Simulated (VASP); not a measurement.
**BiTe: single point with PBE-based screened hybrid with 40 % exact exchange**

Crystal: BiTe.

```xyz
2
Lattice="2.4227 1.3988 3.3173 -2.4227 1.3988 3.3173 0.0000 -2.7975 3.3173" Properties=species:S:1:pos:R:3 pbc="T T T"
Bi    0.0000    0.0000    4.9759
Te    0.0000    0.0000    0.0000
```

| Quantity | Value |
| --- | --- |
| Program | VASP 6.6.1 |
| Task | single point |
| Functional | PBE-based screened hybrid with 40 % exact exchange |
| Potentials or basis | VASP PAW PBE potentials, release 64 (Bi_d, Te) |
| Cutoff | 520 eV |
| k mesh | 4 × 4 × 4 |
| Occupations | fermi-dirac, width 0.05 eV |
| Spin | no spin polarisation |
| Dipole correction | no |
| Grid for exact exchange (PRECFOCK) | Normal |
| Share of exact exchange | 0.4 |
| Further INCAR settings | ALGO = Normal; EDIFF = 1e-06; NBANDS = 18 |
| Screening parameter | 0.2 1/Å |

| Property | Result |
| --- | --- |
| Pressure | -3.2 GPa |
| Band gap on the k mesh | zero (an odd number of electrons rules out a gap without spin polarisation) |

Stress tensor (GPa, compression positive):
```
-3.48  0.00  0.00
 0.00 -3.48  0.00
 0.00  0.00 -2.68
```

Levels at points of the mesh, in eV from the Fermi level:
| k point | band 6 | band 7 | band 8 | band 9 | band 10 | band 11 | band 12 | band 13 | band 14 | band 15 |
| --- | --- | --- | --- | --- | --- | --- | --- | --- | --- | --- |
| (0.00, 0.00, 0.00) | -16.01 | -9.57 | -3.84 | -3.84 | -2.39 | 2.25 | 3.08 | 3.08 | 4.51 | 4.51 |
| (0.50, 0.00, 0.00) | -13.83 | -13.35 | -2.58 | -2.53 | -1.53 | -1.17 | -0.78 | 0.37 | 7.44 | 7.61 |
| (0.50, 0.50, 0.00) | -13.84 | -11.67 | -7.06 | -5.72 | -4.37 | 2.69 | 3.64 | 4.30 | 5.43 | 8.97 |
| (0.50, 0.50, 0.50) | -13.41 | -12.81 | -3.15 | -3.15 | -2.94 | -1.97 | -1.59 | -1.59 | 8.85 | 9.42 |

Wall time 35 min on 1 thread of Intel Xeon 8259CL (shared host), peak memory 0.31 GiB.

Caveat: the k points lie up to 0.41 Å⁻¹ apart, too coarse for converged energies and pressures of a metal; the PAW data sets were made with another functional, which shifts forces and pressure a little; spin-orbit coupling is left out, which moves the levels of the heavy elements.
